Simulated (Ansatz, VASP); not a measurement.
BaTiO3 in VASP and in Ansatz

INCAR

```
SYSTEM = BaTiO3
ALGO = Normal ; EDIFF = 1E-6
EDIFFG = -0.008 ; ENCUT = 520
GGA = PE ; IBRION = 2
ISIF = 2 ; ISMEAR = 0
LASPH = .TRUE. ; LCHARG = .FALSE.
LREAL = .FALSE. ; LWAVE = .FALSE.
NELM = 100 ; NSW = 60
PREC = Accurate ; SIGMA = 0.02
```

The input KPOINTS:

```
k-points
0
G
  8 8 6
  0 0 0
```

The input POSCAR:

```
BaTiO3
1.0
    3.9854497974      0.0000000000      0.0000000000
    0.0000000000      3.9854497974      0.0000000000
    0.0000000000      0.0000000000      4.3264971240
Ba Ti O
1 1 3
Direct
    0.5000000000      0.5000000000      0.5957054886
    0.0000000000      0.0000000000      0.1118345512
    0.0000000000      0.5000000000      0.0588265530
    0.5000000000      0.0000000000      0.0588265530
    0.0000000000      0.0000000000      0.5348038440
```

Input for Ansatz:

```yaml
crystal:
  lattice:
    - [3.9854497974, 0.0, 0.0]
    - [0.0, 3.9854497974, 0.0]
    - [0.0, 0.0, 4.326497124]
  atoms:
    - { symbol: Ba, position: [0.5, 0.5, 0.5957054886] }
    - { symbol: Ti, position: [0.0, 0.0, 0.1118345512] }
    - { symbol: O, position: [0.0, 0.5, 0.058826553] }
    - { symbol: O, position: [0.5, 0.0, 0.058826553] }
    - { symbol: O, position: [0.0, 0.0, 0.534803844] }
basis:
  ecutwfc: 420
kpoints:
  mp_grid: { grid: [8, 8, 6] }
hamiltonian:
  xc: pbe
scf:
  occupations: { method: gaussian, width: 0.02 }
output:
  forces: true
  stress: true
  eigenvalues: true
  write_density: true
  write_potential: true
  elf: true
  volumetric_format: npy
relax:
  adjacent_minimum: "off"
  f_tol: 0.008
  max_steps: 40
```

Change from the starting cell: strain along c alone, the other axes held, atoms relaxed: +3.0 %.

Alike in both runs: task relaxation of the atoms; functional PBE; k mesh 8 × 8 × 6; occupations gaussian, width 0.02 eV; no spin polarisation.

```csv
,VASP,Ansatz
version,VASP 6.6.1,Ansatz 0.2.0
potentials or method,"VASP PAW PBE potentials, release 64 (Ba_sv, Ti_sv, O), cutoff 520 eV","scalar-relativistic, plane waves, PAW"
valence electrons in the cell,40,40
```

|  | VASP | Ansatz | Ansatz less VASP |
| --- | --- | --- | --- |
| gap on the k mesh at the Fermi level, each at its own relaxed structure (eV) | 1.77 | 1.84 | +0.068 |

Ansatz's warnings: stress scf threshold loose.

Neither program's run includes spin-orbit coupling.
